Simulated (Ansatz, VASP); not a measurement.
One calculation of SiC, two programs

```
CELL_PARAMETERS angstrom
3.22912 0.00000 0.00000
-1.61456 2.79650 0.00000
0.00000 0.00000 5.30051
ATOMIC_POSITIONS crystal
Si 0.33333 0.66667 0.99942
Si 0.66667 0.33333 0.49942
C 0.33333 0.66667 0.37558
C 0.66667 0.33333 0.87558
```

Change from the starting cell: hydrostatic strain +5.0%.

Alike in both runs: task single point; functional HSE06; k mesh 6 × 6 × 4; no spin polarisation.

```csv
,VASP,Ansatz
version,VASP 6.6.1,Ansatz 0.2.0
potentials or method,"VASP PAW PBE potentials, release 64 (Si, C)","plane waves, PAW"
plane-wave cutoff (eV),520,420
occupations,"gaussian, width 0.01 eV",fixed
valence electrons in the cell,16,16
```

|  | VASP | Ansatz | Ansatz less VASP |
| --- | --- | --- | --- |
| gap on the k mesh at the Fermi level (eV) | 3.38 | 3.38 | -0.004 |
| pressure (GPa) | -26.5 | -26.3 | +0.22 |
| traceless stress, the component that is largest in VASP (GPa) | 0.10 | 0.09 | -0.015 |
| rms of the force components (eV/Å) | 0.009 | 0.010 | +0.0007 |

Atom by atom the forces differ by 0.001 eV/Å (rms over components). Ansatz's warnings: stress exchange threshold loose, stress scf threshold loose.
